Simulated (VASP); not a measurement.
The system is ZnO (zincite).

```
Zn O
1.0
     3.24931    0.00000    0.00000
    -1.62465    2.81398    0.00000
     0.00000    0.00000    5.20571
Zn O
2 2
Direct
  0.33333 0.66667 0.50000
  0.66667 0.33333 0.00000
  0.66667 0.33333 0.37901
  0.33333 0.66667 0.87901
```

```yaml
Program: VASP 6.6.1
Task: relaxation of cell and atoms
Functional: LDA
Potentials_or_basis: VASP PAW LDA potentials, release 64 (Zn, O)
Cutoff: 600 eV
k_mesh: 12 × 12 × 6
Occupations: fermi-dirac, width 0.02 eV
Spin: no spin polarisation
```

At the start: pressure -6.2 GPa; volume 11.90 Å³/atom.

Q: Where does the relaxation end?

A: Over 11 steps the energy falls by 10.4 meV/atom and the volume is 11.41 Å³/atom (-4.1 %); space group P6_3mc (No. 186, to 0.05 Å).

The path:
```tsv
step	energy change (eV)	largest force (eV/Å)	pressure (GPa)	volume (Å³)
1	0.0000	0.0553	-6.25	47.60
2	-0.0262	0.0409	4.41	44.47
3	-0.0413	0.0022	0.05	45.61
4	-0.0413	0.0041	-0.06	45.65
5	-0.0414	0.0189	-0.27	45.66
6	-0.0414	0.0186	-0.16	45.66
7	-0.0415	0.0187	0.08	45.59
8	-0.0415	0.0189	0.09	45.58
9	-0.0416	0.0021	0.15	45.58
10	-0.0416	0.0028	0.07	45.59
11	-0.0416	0.0037	0.00	45.62
```

Final structure:
```
CELL_PARAMETERS angstrom
3.19405 0.00000 0.00000
-1.59703 2.76613 0.00000
0.00000 0.00000 5.16400
ATOMIC_POSITIONS crystal
Zn 0.33333 0.66667 0.50035
Zn 0.66667 0.33333 0.00035
O 0.66667 0.33333 0.37866
O 0.33333 0.66667 0.87866
```
